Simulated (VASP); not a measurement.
RuCl2, 3 atoms in the cell. It takes space group P-3m1 (No. 164, trigonal). Conventional cell: a = 3.630 Å, b = 3.630 Å, c = 5.807 Å, α = 90.00°, β = 90.00°, γ = 120.00°. Within 3.3 Å of Ru (site symmetry -3m) lie 6 Cl at 2.51 Å. Within 3.3 Å of Cl (site symmetry 3m) lie 3 Ru at 2.51 Å. 

```yaml
Program: VASP 6.6.1
Task: single point
Functional: r2SCAN
Potentials_or_basis: VASP PAW PBE potentials, release 64 (Ru_pv, Cl)
Cutoff: 520 eV
k_mesh: 6 × 6 × 3
Occupations: fermi-dirac, width 0.1 eV
Spin: no spin polarisation
Dipole_correction: no
Further_INCAR_settings: ALGO = Normal; EDIFF = 1e-06; NBANDS = 21; ISYM = 0
```

Potentials or basis: VASP PAW PBE potentials, release 64 (Ru_pv, Cl).

Launch:

```console
$ cat potpaw_PBE.64/Ru_pv/POTCAR potpaw_PBE.64/Cl/POTCAR > POTCAR
$ cp INCAR.step1 INCAR
$ mpirun -np 1 vasp_std > vasp.out
$ cp INCAR.step2 INCAR
$ mpirun -np 1 vasp_std > vasp.out
```

Hardware: 1 thread of Intel(R) Xeon(R) Platinum 8488C (Sapphire Rapids) (shared host).

Q: How long does it take, and how much memory?

A: It took 3.7 min on 1 thread of Intel(R) Xeon(R) Platinum 8488C (Sapphire Rapids), on a shared host, peak memory 0.23 GiB. Counts: k points 56.
